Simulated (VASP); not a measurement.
Runs of VASP 6.6.1 on Hf. The structure is that of space group P6/mmm (No. 191), or close to it. The cells are those of the table. This isn't the form of Hf at room conditions, which is hcp.

```tsv
task	cell	k mesh	cutoff (eV)	gap on the mesh (eV)	pressure (GPa)
single point	a = 4.333, b = 4.333, c = 2.683 Å, angles 90.0, 90.0, 120.0°, 3 atoms	10 × 10 × 14	520	none	87.1
relaxation of shape and atoms at fixed volume	relaxed from a = 4.852, b = 4.852, c = 3.019 Å, angles 90.0, 90.0, 120.0°, 3 atoms	10 × 10 × 14	600	none	4.7
single point	a = 4.488, b = 4.488, c = 2.794 Å, angles 90.0, 90.0, 120.0°, 3 atoms	10 × 10 × 14	520	none	(a)
single point	a = 4.781, b = 4.781, c = 2.981 Å, angles 90.0, 90.0, 120.0°, 3 atoms	10 × 10 × 14	520	none	10.7
single point	a = 4.252, b = 4.252, c = 2.621 Å, angles 90.0, 90.0, 120.0°, 3 atoms	12 × 12 × 16	520	none	112.2
relaxation of cell and atoms	relaxed from a = 4.962, b = 4.962, c = 3.086 Å, angles 90.0, 90.0, 120.0°, 3 atoms	10 × 10 × 12	600	none	0.0
single point	a = 4.710, b = 4.710, c = 2.937 Å, angles 90.0, 90.0, 120.0°, 3 atoms	10 × 10 × 14	520	none	18.0
relaxation of shape and atoms at fixed volume	relaxed from a = 4.782, b = 4.782, c = 2.979 Å, angles 90.0, 90.0, 120.0°, 3 atoms	10 × 10 × 14	600	none	10.7
single point	a = 4.411, b = 4.411, c = 2.741 Å, angles 90.0, 90.0, 120.0°, 3 atoms	10 × 10 × 14	520	none	(b)
single point	a = 4.563, b = 4.563, c = 2.845 Å, angles 90.0, 90.0, 120.0°, 3 atoms	10 × 10 × 14	520	none	37.6
single point	a = 4.919, b = 4.919, c = 3.061 Å, angles 90.0, 90.0, 120.0°, 3 atoms	10 × 10 × 12	520	none	-0.4
relaxation of shape and atoms at fixed volume	relaxed from a = 4.710, b = 4.710, c = 2.937 Å, angles 90.0, 90.0, 120.0°, 3 atoms	10 × 10 × 14	600	none	18.0
```

Alike in all rows: level PBEsol; potentials or basis VASP PAW PBE potentials, release 64 (Hf_pv); no spin polarisation; smearing gaussian 0.05 eV.

Task: Estimate the missing entries.

Result: (a) 50.8; (b) 67.0.

Caveats: the PAW data sets were made with another functional, which shifts forces and pressure a little; spin-orbit coupling is left out, which moves the levels of the heavy elements; the cell stands under pressure (at least some runs).

A k mesh can miss the band edges, and the runs leave out spin-orbit coupling on Hf.

A gap of «none» marks levels without a gap at the run's occupations.
